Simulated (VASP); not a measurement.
Crystal: Al2Cu.

```
Al Cu
1.0
     4.08670    0.00135   -0.01002
     0.00135    4.10256    0.01784
    -0.00706    0.01256    2.90854
Al Cu
2 1
Direct
  0.46876 0.01180 0.47665
  0.02139 0.50743 0.42700
  0.02514 0.03529 0.01816
```

Program: VASP 6.6.1. Alike in all runs: task single point; level r2SCAN; potentials or basis VASP PAW PBE potentials, release 64 (Al, Cu); no spin polarisation; cell as given; cutoff (eV) 520; smearing gaussian 0.1 eV.

**Question.** Order these runs on this cell by their pressure, lowest first.
A. k mesh 4 × 4 × 4
B. k mesh 2 × 2 × 2
C. k mesh 2 × 2 × 4

**Answer.** B (-0.4 GPa), A (3.2 GPa), C (5.4 GPa).

Caveats: all runs use coarse meshes; the PAW data sets were made with another functional, which shifts forces and pressure a little.
